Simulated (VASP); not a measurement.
# CrPb (Pm-3m) in VASP: further runs, part 2 of 2

VASP 6.6.1. The steps go on from the part before.

## Step 4: Single point, PBEsol, collinear spin, ferromagnetic start

Contents of INCAR:

```
ALGO     = Normal         # electronic algorithm
EDIFF    = 1E-7           # SCF threshold, eV
ENCUT    = 520            # plane-wave cutoff, eV
GGA      = PS             # functional
ISIF     = 2              # what is computed and relaxed
ISMEAR   = 0              # smearing method
ISPIN    = 2              # spin polarisation
LASPH    = T              # aspherical terms in the spheres
LCHARG   = T              # write CHGCAR
LELF     = T              # ELF
LMAXMIX  = 4              # l up to which the mixer works
LORBIT   = 11             # projections on sites
LREAL    = F              # projectors in reciprocal space
LVHAR    = T            
LWAVE    = F              # write WAVECAR
MAGMOM   = 0.66 -0.06     # initial moments
NBANDS   = 24             # bands
NELM     = 150            # most SCF steps
NUPDOWN  = 0.5            # fixed moment
PREC     = Accurate       # precision mode
SIGMA    = 0.1            # smearing width, eV
```

Contents of KPOINTS:

```
k-points
0
Gamma
  12 12 12
```

Contents of POSCAR:

```
CrPb
1.0
    3.4858517531      0.0000000000      0.0000000000
    0.0000000000      3.4858517531      0.0000000000
    0.0000000000      0.0000000000      3.4858517531
Cr Pb
1 1
Direct
    0.0000000000      0.0000000000      0.0000000000
    0.5000000000      0.5000000000      0.5000000000
```

Potentials or basis: VASP PAW PBE potentials, release 64 (Cr_pv, Pb_d).

On the command line:

```bash
cat potpaw_PBE.64/Cr_pv/POTCAR potpaw_PBE.64/Pb_d/POTCAR > POTCAR
mpirun -np 1 vasp_std > vasp.out
```

OUTCAR:

```text
EDIFF = 1E-7
   ENCUT = 520
   GGA = PS
   ISIF = 2
   ISMEAR = 0
   ISPIN = 2
   LASPH = T
   LORBIT = 11
   LREAL = F
   NELM = 150
   NUPDOWN = 0.5
   PREC = Accurate

 ion  position               nearest neighbor table
   1  0.000  0.000  0.000-   2 3.02   2 3.02   2 3.02   2 3.02   2 3.02   2 3.02   2 3.02   2 3.02

   2  0.500  0.500  0.500-   1 3.02   1 3.02   1 3.02   1 3.02   1 3.02   1 3.02   1 3.02   1 3.02

  LATTYP: Found a simple cubic cell.
 ALAT       =     3.4858517531

  Lattice vectors:

 A1 = (   3.4858517531,   0.0000000000,   0.0000000000)
 A2 = (   0.0000000000,   3.4858517531,   0.0000000000)
 A3 = (   0.0000000000,   0.0000000000,   3.4858517531)

Analysis of symmetry for initial positions (statically):
=====================================================================
 Subroutine PRICEL returns:
 Original cell was already a primitive cell.

 Routine SETGRP: Setting up the symmetry group for a
 simple cubic supercell.

 Subroutine GETGRP returns: Found 48 space group operations
 (whereof 48 operations were pure point group operations)
 out of a pool of 48 trial point group operations.

The static configuration has the point symmetry O_h .

Analysis of symmetry for dynamics (positions and initial velocities):
=====================================================================
 Subroutine PRICEL returns:
 Original cell was already a primitive cell.

 Routine SETGRP: Setting up the symmetry group for a
 simple cubic supercell.

 Subroutine GETGRP returns: Found 48 space group operations
 (whereof 48 operations were pure point group operations)
 out of a pool of 48 trial point group operations.

The dynamic configuration has the point symmetry O_h .

Analysis of structural, dynamic, and magnetic symmetry:
=====================================================================
 Subroutine PRICEL returns:
 Original cell was already a primitive cell.

[... 150 lines left out ...]
  ext. energy  EPLUGINS =         0.00000000
  ---------------------------------------------------
  free energy    TOTEN  =       -11.80667229 eV

  energy without entropy =      -11.77999816  energy(sigma->0) =      -11.79333522

 E-fermi :   8.0533     XC(G=0): -11.4140

 val. band max:        8.0345675968   @ k =   0.1667   0.1667   0.0000
 cond. band min:       7.7191894704   @ k =   0.4167   0.2500   0.0000
 fundamental gap:     -0.3153781264
 Fermi energy:         7.7191069506

 spin component 1

 k-point     1 :       0.0000    0.0000    0.0000
  band No.  band energies     occupation
      1     -35.0907      1.00000
      2     -35.0907      1.00000
      3     -35.0907      1.00000
      4      -8.7630      1.00000
      5      -8.7630      1.00000
      6      -8.4799      1.00000
[... 637 lines left out ...]
     23      21.3497      0.00000
     24      22.1842      0.00000

 [... further k-points ...]

 spin component 2

 k-point     1 :       0.0000    0.0000    0.0000
  band No.  band energies     occupation
      1     -34.4841      1.00000
      2     -34.4841      1.00000
      3     -34.4841      1.00000
      4      -8.7838      1.00000
      5      -8.7838      1.00000
      6      -8.4967      1.00000
[... 637 lines left out ...]
     23      21.3295      0.00000
     24      22.2522      0.00000

 [... further k-points ...]

------------------------ aborting loop because EDIFF is reached ----------------------------------------

  FORCE on cell =-STRESS in cart. coord.  units (eV):
  Direction    XX          YY          ZZ          XY          YZ          ZX
  --------------------------------------------------------------------------------------
  -------------------------------------------------------------------------------------
  Total       -3.8966972     -3.8966972     -3.8966972      0.0000000      0.0000000      0.0000000
  in kB     -147.3942383   -147.3942383   -147.3942383      0.0000000      0.0000000      0.0000000
  external PRESSURE =    -147.3942383 kB  Pullay stress =       0.0000000 kB

 VOLUME and BASIS-vectors are now :
 -----------------------------------------------------------------------------
  energy-cutoff  :      520.00
  volume of cell :       42.36
      direct lattice vectors                 reciprocal lattice vectors
     3.485851753  0.000000000  0.000000000     0.286873932  0.000000000  0.000000000
     0.000000000  3.485851753  0.000000000     0.000000000  0.286873932  0.000000000
     0.000000000  0.000000000  3.485851753     0.000000000  0.000000000  0.286873932

 POSITION                                       TOTAL-FORCE (eV/Angst)
 -----------------------------------------------------------------------------------
      0.00000      0.00000      0.00000         0.000000      0.000000      0.000000
      1.74293      1.74293      1.74293         0.000000      0.000000      0.000000
 -----------------------------------------------------------------------------------
    total drift:                                0.000000      0.000000      0.000000

  FREE ENERGIE OF THE ION-ELECTRON SYSTEM (eV)
  ---------------------------------------------------
  free  energy   TOTEN  =       -11.8066722852 eV

  energy  without entropy=      -11.7799981588  energy(sigma->0) =      -11.79333522

 total charge

# of ion       s       p       d       tot
------------------------------------------
    1        0.229   6.126   4.139  10.493
    2        1.265   0.951   9.821  12.037
--------------------------------------------------
tot          1.495   7.076  13.960  22.531

 magnetization (x)

# of ion       s       p       d       tot
------------------------------------------
    1       -0.002  -0.004   0.600   0.594
    2       -0.014  -0.051   0.003  -0.062
--------------------------------------------------
tot         -0.015  -0.055   0.602   0.532
```

It took 71 s on 1 thread of Intel Xeon 6975P-C (Granite Rapids), shared host; peak memory 0.26 GiB.

What came out:

- Free energy: -11.8067 eV
- Pressure: -14.7 GPa
- Net moment: 0.50 μB per cell
- Site moments: Cr +0.59; Pb -0.06 μB
- Valence electrons inside the program's atomic spheres: Cr 10.49; Pb 12.04

Caveat: the cell stands under tension; the PAW data sets were made with another functional, which shifts forces and pressure a little; spin-orbit coupling is left out, which moves the levels of the heavy elements; the total moment is fixed, so each spin has its own Fermi level.

## Step 5: Single point, PBEsol, collinear spin, ferromagnetic start

Contents of INCAR:

```
PREC     = Accurate       # precision mode
ENCUT    = 520            # plane-wave cutoff, eV
EDIFF    = 1E-6           # SCF threshold, eV
ISMEAR   = 0              # smearing method
SIGMA    = 0.1            # smearing width, eV
LREAL    = F              # projectors in reciprocal space
LASPH    = T              # aspherical terms in the spheres
NELM     = 150            # most SCF steps
ALGO     = Normal         # electronic algorithm
ISIF     = 2              # what is computed and relaxed
LWAVE    = F              # write WAVECAR
LCHARG   = F              # write CHGCAR
ISPIN    = 2              # spin polarisation
MAGMOM   = 1.27 -0.1      # initial moments
LORBIT   = 11             # projections on sites
NUPDOWN  = 1.0            # fixed moment
LMAXMIX  = 4              # l up to which the mixer works
GGA      = PS             # functional
NBANDS   = 24             # bands
```

Contents of KPOINTS:

```
Automatic mesh
0
Gamma
  12 12 12
```

POSCAR is that of step 4.

Potentials or basis: VASP PAW PBE potentials, release 64 (Cr_pv, Pb_d).

On the command line:

```bash
cat potpaw_PBE.64/Cr_pv/POTCAR potpaw_PBE.64/Pb_d/POTCAR > POTCAR
mpirun -np 1 vasp_std > vasp.out
```

OUTCAR:

```text
PREC = Accurate
   ENCUT = 520
   EDIFF = 1E-6
   ISMEAR = 0
   LREAL = F
   LASPH = T
   NELM = 150
   ISIF = 2
   ISPIN = 2
   LORBIT = 11
   NUPDOWN = 1.0
   GGA = PS

 ion  position               nearest neighbor table
   1  0.000  0.000  0.000-   2 3.02   2 3.02   2 3.02   2 3.02   2 3.02   2 3.02   2 3.02   2 3.02

   2  0.500  0.500  0.500-   1 3.02   1 3.02   1 3.02   1 3.02   1 3.02   1 3.02   1 3.02   1 3.02

  LATTYP: Found a simple cubic cell.
 ALAT       =     3.4858517531

  Lattice vectors:

 A1 = (   3.4858517531,   0.0000000000,   0.0000000000)
 A2 = (   0.0000000000,   3.4858517531,   0.0000000000)
 A3 = (   0.0000000000,   0.0000000000,   3.4858517531)

Analysis of symmetry for initial positions (statically):
=====================================================================
 Subroutine PRICEL returns:
 Original cell was already a primitive cell.

 Routine SETGRP: Setting up the symmetry group for a
 simple cubic supercell.

 Subroutine GETGRP returns: Found 48 space group operations
 (whereof 48 operations were pure point group operations)
 out of a pool of 48 trial point group operations.

The static configuration has the point symmetry O_h .

Analysis of symmetry for dynamics (positions and initial velocities):
=====================================================================
 Subroutine PRICEL returns:
 Original cell was already a primitive cell.

 Routine SETGRP: Setting up the symmetry group for a
 simple cubic supercell.

 Subroutine GETGRP returns: Found 48 space group operations
 (whereof 48 operations were pure point group operations)
 out of a pool of 48 trial point group operations.

The dynamic configuration has the point symmetry O_h .

Analysis of structural, dynamic, and magnetic symmetry:
=====================================================================
 Subroutine PRICEL returns:
 Original cell was already a primitive cell.

 Routine SETGRP: Setting up the symmetry group for a
 simple cubic supercell.

 Subroutine GETGRP returns: Found 48 space group operations
 (whereof 48 operations were pure point group operations)
 out of a pool of 48 trial point group operations.

The overall configuration has the point symmetry O_h .

 Subroutine INISYM returns: Found 48 space group operations
 (whereof 48 operations are pure point group operations),
 and found     1 'primitive' translations

----------------------------------------------------------------------------------------

                                     Primitive cell

  volume of cell :      42.3572

  direct lattice vectors                    reciprocal lattice vectors
     3.485851753  0.000000000  0.000000000     0.286873932  0.000000000  0.000000000
     0.000000000  3.485851753  0.000000000     0.000000000  0.286873932  0.000000000
     0.000000000  0.000000000  3.485851753     0.000000000  0.000000000  0.286873932

  length of vectors
     3.485851753  3.485851753  3.485851753     0.286873932  0.286873932  0.286873932

  position of ions in fractional coordinates (direct lattice)
     0.000000000  0.000000000  0.000000000
     0.500000000  0.500000000  0.500000000

  ion indices of the primitive-cell ions
   primitive index   ion index
                 1           1
                 2           2

[... 66 lines left out ...]
   LNONCOLLINEAR =      F non collinear calculations
   LSORBIT =      F    spin-orbit coupling
   LASPH  =      T    aspherical Exc in radial PAW
   ENCUT  =  520.0 eV  38.22 Ry    6.18 a.u.   6.48  6.48  6.48*2*pi/ulx,y,z
   NELM   =    150;   NELMIN=  2; NELMDL= -5     # of ELM steps
   EDIFF  = 0.1E-05   stopping-criterion for ELM
   LREAL  =      F    real-space projection
   EDIFFG = 0.1E-04   stopping-criterion for IOM
   NSW    =      0    number of steps for IOM
   IBRION =     -1    ionic relax: 0-MD 1-quasi-New 2-CG
   NFREE  =      0    steps in history (QN), initial steepest desc. (CG)
   ISIF   =      2    stress and relaxation
   ISYM   =      2    0-nonsym 1-usesym 2-fastsym
   POTIM  = 0.5000    time-step for ionic-motion
   TEBEG  =    0.0;   TEEND  =   0.0 temperature during run
   PSTRESS=    0.0 pullay stress
   NELECT =      26.0000    total number of electrons
   NUPDOWN=       1.0000    fix difference up-down
   EMIN   =  10.00;   EMAX   =-10.00  energy-range for DOS
   EFERMI =   0.00;   METHOD = LEGACY
   ISMEAR =     0;   SIGMA  =   0.10  broadening in eV -4-tet -1-fermi 0-gaus
   EFERMI_NEDOS =   21; number of points for ismear=-14 and -15
   IALGO  =     38    algorithm
   IMIX   =      4    mixing-type and parameters
     AMIX     =   0.40;   BMIX     =  1.00
     AMIX_MAG =   1.60;   BMIX_MAG =  1.00
  volume/ion in A,a.u.               =      21.18       142.92
  Fermi-wavevector in a.u.,A,eV,Ry     =   1.391309  2.629193 26.337364  1.935742
  Thomas-Fermi vector in A             =   2.515161
   LORBIT       =     11    0 simple, 1 ext, 2 COOP (PROOUT), +10 PAW based schemes
   GGA     = PS    functional components
   LHFCALC =     F    Hartree Fock is set to
   AEXX    =    0.0000 exact exchange contribution
   IVDW    =     0    specifies the selected vdW correction
   LEPSILON=     F    determine dielectric tensor
   LRPA    =     F    only Hartree local field effects (RPA)
 spin polarized calculation
 Gauss-broadening in eV      SIGMA  =   0.10
  energy-cutoff  :      520.00
  volume of cell :       42.36
 maximum number of plane-waves:      1189
 NGX is ok and might be reduce to    28
   NGX = 13   NGY = 13   NGZ = 13

 number of electron      26.0000005 magnetization       0.9999133

 Free energy of the ion-electron system (eV)
  ---------------------------------------------------
  ext. energy  EPLUGINS =         0.00000000
  ---------------------------------------------------
  free energy    TOTEN  =       -11.91906819 eV

  energy without entropy =      -11.89388905  energy(sigma->0) =      -11.90647862

 E-fermi :   8.1527     XC(G=0): -11.4082

 val. band max:        8.1411399265   @ k =   0.5000   0.2500   0.0000
 cond. band min:       7.5971634488   @ k =   0.2500   0.0833   0.0833
 fundamental gap:     -0.5439764777
 Fermi energy:         7.5933856958

 spin component 1

 k-point     1 :       0.0000    0.0000    0.0000
  band No.  band energies     occupation
      1     -35.2820      1.00000
      2     -35.2820      1.00000
      3     -35.2820      1.00000
      4      -8.7549      1.00000
      5      -8.7549      1.00000
      6      -8.4746      1.00000
[... 637 lines left out ...]
     23      21.3557      0.00000
     24      22.1565      0.00000

 [... further k-points ...]

 spin component 2

 k-point     1 :       0.0000    0.0000    0.0000
  band No.  band energies     occupation
      1     -34.1194      1.00000
      2     -34.1194      1.00000
      3     -34.1194      1.00000
      4      -8.7911      1.00000
      5      -8.7911      1.00000
      6      -8.5021      1.00000
[... 637 lines left out ...]
     23      21.3325      0.00000
     24      22.3107      0.00000

 [... further k-points ...]

------------------------ aborting loop because EDIFF is reached ----------------------------------------

  FORCE on cell =-STRESS in cart. coord.  units (eV):
  Direction    XX          YY          ZZ          XY          YZ          ZX
  --------------------------------------------------------------------------------------
  -------------------------------------------------------------------------------------
  Total       -3.6565006     -3.6565006     -3.6565006      0.0000000      0.0000000      0.0000000
  in kB     -138.3086982   -138.3086982   -138.3086982      0.0000000      0.0000000      0.0000000
  external PRESSURE =    -138.3086982 kB  Pullay stress =       0.0000000 kB

 VOLUME and BASIS-vectors are now :
 -----------------------------------------------------------------------------
  energy-cutoff  :      520.00
  volume of cell :       42.36
      direct lattice vectors                 reciprocal lattice vectors
     3.485851753  0.000000000  0.000000000     0.286873932  0.000000000  0.000000000
     0.000000000  3.485851753  0.000000000     0.000000000  0.286873932  0.000000000
     0.000000000  0.000000000  3.485851753     0.000000000  0.000000000  0.286873932

 POSITION                                       TOTAL-FORCE (eV/Angst)
 -----------------------------------------------------------------------------------
      0.00000      0.00000      0.00000         0.000000      0.000000      0.000000
      1.74293      1.74293      1.74293         0.000000      0.000000      0.000000
 -----------------------------------------------------------------------------------
    total drift:                                0.000000      0.000000      0.000000

  FREE ENERGIE OF THE ION-ELECTRON SYSTEM (eV)
  ---------------------------------------------------
  free  energy   TOTEN  =       -11.9190681868 eV

  energy  without entropy=      -11.8938890461  energy(sigma->0) =      -11.90647862

 total charge

# of ion       s       p       d       tot
------------------------------------------
    1        0.228   6.126   4.143  10.497
    2        1.267   0.949   9.822  12.038
--------------------------------------------------
tot          1.496   7.075  13.964  22.535

 magnetization (x)

# of ion       s       p       d       tot
------------------------------------------
    1       -0.003  -0.005   1.153   1.145
    2       -0.024  -0.084   0.004  -0.104
--------------------------------------------------
tot         -0.026  -0.089   1.157   1.041
```

Wall time 67 s (1 thread of Intel Xeon 6975P-C (Granite Rapids), shared host); peak memory 0.27 GiB.

What came out:

| Item | Value |
| --- | --- |
| Free energy | -11.9191 eV |
| Pressure | -13.8 GPa |
| Net moment | 1.00 μB per cell |
| Site moments | Cr +1.15; Pb -0.10 μB |
| Valence electrons inside the program's atomic spheres | Cr 10.50; Pb 12.04 |

Caveat: the cell stands under tension; the PAW data sets were made with another functional, which shifts forces and pressure a little; spin-orbit coupling is left out, which moves the levels of the heavy elements; the total moment is fixed, so each spin has its own Fermi level.

## Step 6: Summary

```csv
fixed moment (μB),pressure (GPa),moment (μB)
-,0.0,4.02
0.5,-14.7,0.50
1.0,-13.8,1.00
```

Alike in all rows: task single point; level PBEsol; potentials or basis VASP PAW PBE potentials, release 64 (Cr_pv, Pb_d); spin collinear, ferromagnetic start; cell as given; k mesh 12 × 12 × 12; cutoff (eV) 520; smearing gaussian 0.1 eV.

Caveats: the PAW data sets were made with another functional, which shifts forces and pressure a little; spin-orbit coupling is left out, which moves the levels of the heavy elements; the cell stands under tension (at least some runs); the total moment is fixed, so each spin has its own Fermi level (at least some runs); an empty level that is flat over the whole mesh can mark a ghost state of the potentials, or a narrow d or f band (at least some runs).

Total energies depend on the potentials used, so only differences within one code and one set of settings carry meaning.
